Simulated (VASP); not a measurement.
**Si2Ni: single point with PBEsol**

Si2Ni:

```
Ni Si
1.0
     5.46956    0.00000    0.00000
     0.00000    5.46956    0.00000
     0.00000    0.00000    5.27525
Ni Si
4 8
Cartesian
  0.0000 0.0000 0.0000
  0.0000 2.7348 2.6376
  2.7348 0.0000 2.6376
  2.7348 2.7348 0.0000
  1.3674 1.3674 1.3188
  4.1022 4.1022 3.9564
  1.3674 4.1022 3.9564
  4.1022 1.3674 1.3188
  4.1022 1.3674 3.9564
  1.3674 4.1022 1.3188
  4.1022 4.1022 1.3188
  1.3674 1.3674 3.9564
```

```yaml
Program: VASP 6.6.1
Task: single point
Functional: PBEsol
Potentials_or_basis: VASP PAW PBE potentials, release 64 (Ni, Si)
Cutoff: 520 eV
k_mesh: 10 × 10 × 10
Occupations: methfessel-paxton, width 0.1 eV
Spin: no spin polarisation
Dipole_correction: no
Further_INCAR_settings: ALGO = Normal; EDIFF = 1e-06; NBANDS = 48
```

```json
{"Pressure": "-1.1 GPa", "Band gap on the k mesh": "zero (bands 36 and 37 overlap by 0.97 eV)"}
```

Stress tensor (GPa, compression positive):
```
-1.68  0.00  0.00
 0.00 -1.68  0.00
 0.00  0.00  0.05
```

Levels at points of the mesh, in eV from the Fermi level:
| k point | band 32 | band 33 | band 34 | band 35 | band 36 | band 37 | band 38 | band 39 | band 40 | band 41 |
| --- | --- | --- | --- | --- | --- | --- | --- | --- | --- | --- |
| (0.00, 0.00, 0.00) | -3.09 | -3.09 | -0.56 | -0.33 | -0.33 | -0.24 | 1.21 | 1.42 | 1.43 | 1.43 |
| (0.50, 0.00, 0.00) | -1.93 | -1.83 | -1.83 | -1.61 | -1.61 | -0.32 | -0.32 | 1.93 | 1.93 | 1.93 |
| (0.50, 0.50, 0.00) | -2.68 | -1.26 | -1.26 | -1.26 | -1.26 | 0.78 | 0.78 | 0.78 | 0.78 | 2.92 |
| (0.00, 0.00, 0.50) | -1.84 | -1.84 | -1.84 | -1.38 | -1.38 | -0.53 | -0.53 | 1.88 | 1.88 | 2.45 |
| (0.50, 0.00, 0.50) | -2.82 | -1.08 | -1.08 | -1.08 | -1.08 | 1.16 | 1.16 | 1.16 | 1.16 | 2.66 |
| (0.50, 0.50, 0.50) | -1.57 | -1.32 | -1.32 | -1.32 | -1.32 | 1.77 | 1.77 | 1.77 | 1.77 | 1.78 |

Wall time 22 min on 1 thread of Intel(R) Xeon(R) Platinum 8259CL CPU @ 2.50GHz (Skylake/Cascade Lake), on a shared host, peak memory 0.74 GiB.

Caveat: the PAW data sets were made with another functional, which shifts forces and pressure a little. Spin polarisation is off, so any magnetic state and its effect on volume and gap are missing.
